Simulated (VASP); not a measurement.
A run of VASP 6.6.1 is set up as follows.

File INCAR:

```
  PREC = Accurate
  ENCUT = 600
  EDIFF = 1E-7
  ISMEAR = 0
  SIGMA = 0.05
  LREAL = False
  LASPH = True
  NELM = 200
  ALGO = Normal
  ISIF = 3
  LWAVE = False
  LCHARG = False
  ISPIN = 2
  MAGMOM = 7.16 1.89 1.89 0 0
  LORBIT = 11
  LMAXMIX = 6
  GGA = PS
  IBRION = 2
  NSW = 100
  EDIFFG = -0.005
  GGA_COMPAT = False
  NELMIN = 4
  KPAR = 4
```

The input KPOINTS:

```
regular mesh
0
Gamma
  9 9 6
```

The input POSCAR:

```
EuMn2P2
1.0
    3.7473456563     -0.0000000026      0.0000000000
   -1.8736728259      3.2452965364      0.0000000000
    0.0000000000      0.0000000000      6.7271916979
Eu Mn P
1 2 2
Direct
    0.0000000000      0.0000000000      0.0000000000
    0.3333333333      0.6666666667      0.6155803601
    0.6666666667      0.3333333333      0.3844196399
    0.3333333333      0.6666666667      0.2827388899
    0.6666666667      0.3333333333      0.7172611101
```

Potentials or basis: VASP PAW PBE potentials, release 64 (Eu, Mn_pv, P).

Command:

```bash
$ cat potpaw_PBE.64/Eu/POTCAR potpaw_PBE.64/Mn_pv/POTCAR potpaw_PBE.64/P/POTCAR > POTCAR
$ mpirun -np 4 vasp_std > vasp.out
```

(1) Predict the space group after relaxing (to 0.05 Å).

(2) Predict the net moment.

## Answers

(1) P-3m1 (No. 164).

(2) 10.34 μB per cell.
